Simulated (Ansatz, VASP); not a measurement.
ScAlN2 in VASP and in Ansatz

INCAR

```
ALGO = Normal
EDIFF = 1E-6
ENCUT = 600
GGA = PE
GGA_COMPAT = False
ISIF = 2
ISMEAR = 0
LASPH = True
LCHARG = True
LELF = True
LREAL = False
LVHAR = True
LWAVE = False
NBANDS = 20
NELM = 120
PREC = Accurate
SIGMA = 0.01
```

Contents of KPOINTS:

```
k-points
0
Gamma
  6 6 4
```

File POSCAR:

```
ScAlN2
1.0
    3.0446085499      0.0000000000      0.0000000000
    0.0000000000      3.0446085499      0.0000000000
    0.0000000000      0.0000000000      4.3189807773
Sc N Al
1 2 1
Direct
    0.0000000000      0.0000000000      0.0000000000
    0.0000000000      0.0000000000      0.5000000000
    0.5000000000      0.5000000000      0.0000000000
    0.5000000000      0.5000000000      0.5000000000
```

Input for Ansatz:

```yaml
crystal:
  lattice:
    - [3.0446085499, 0.0, 0.0]
    - [0.0, 3.0446085499, 0.0]
    - [0.0, 0.0, 4.3189807773]
  atoms:
    - { symbol: Sc, position: [0.0, 0.0, 0.0] }
    - { symbol: "N", position: [0.0, 0.0, 0.5] }
    - { symbol: Al, position: [0.5, 0.5, 0.5] }
    - { symbol: "N", position: [0.5, 0.5, 0.0] }
kpoints:
  mp_grid: { grid: [6, 6, 4] }
hamiltonian:
  xc: pbe
scf:
  occupations: { method: fixed }
output:
  optics:
    e_range: [0, 12]
    de: 0.05
    sigma: 0.1
    bands: { spectra_wanted_up_to: 12 }
```

Alike in both runs: task single point; functional PBE; k mesh 6 × 6 × 4; no spin polarisation.

|  | VASP | Ansatz |
| --- | --- | --- |
| version | VASP 6.6.1 | Ansatz 0.2.0 |
| potentials or method | VASP PAW PBE potentials, release 64 (Sc_sv, N, Al) | plane waves, PAW |
| plane-wave cutoff (eV) | 600 | 420 |
| occupations | gaussian, width 0.01 eV | fixed |
| valence electrons in the cell | 24 | 24 |

```tsv
	VASP	Ansatz	Ansatz less VASP
gap on the k mesh at the Fermi level (eV)	0.68	0.70	+0.028
```
